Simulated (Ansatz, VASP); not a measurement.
## Cd4Se: VASP beside Ansatz

```
Cd Se
1.0
     4.32631    0.00000    0.00000
     0.00000    4.32631    0.00000
     0.00000    0.00000    7.57351
Cd Se
4 1
Direct
  0.50000 0.00000 0.78270
  0.00000 0.50000 0.21730
  0.00000 0.00000 0.50000
  0.50000 0.50000 0.50000
  0.00000 0.00000 0.00000
```

Alike in both runs: functional PBE; k mesh 4 × 4 × 3; occupations gaussian, width 0.2 eV; no spin polarisation.

Ansatz relaxed the structure, and its values are those at the end. VASP's run is a single point on that final structure, the one shown.

|  | VASP | Ansatz |
| --- | --- | --- |
| version | VASP 6.6.1 | Ansatz 0.2.0 |
| potentials or method | VASP PAW PBE potentials, release 64 (Cd, Se), cutoff 520 eV | scalar-relativistic, plane waves, PAW |
| valence electrons in the cell | 54 | 96 |

VASP gave:

```
gap on the k mesh at the Fermi level (eV) : none
pressure (GPa)                            : 0.3
rms of the force components (eV/Å)        : 0.008
```

Task: Estimate Ansatz's values.

Result: gap on the k mesh at the Fermi level (eV): none; pressure (GPa): 0.1; rms of the force components (eV/Å): 0.007.

A gap of «none» marks a metal or a gap that the smearing closes. The functional is the same, so the differences come from potentials, cutoffs and numerics. VASP's potentials hold 54 valence electrons a cell and Ansatz's 96, so a difference there can come from the potentials and not from the codes.

The k mesh is coarse, so the values compare programs but aren't converged.
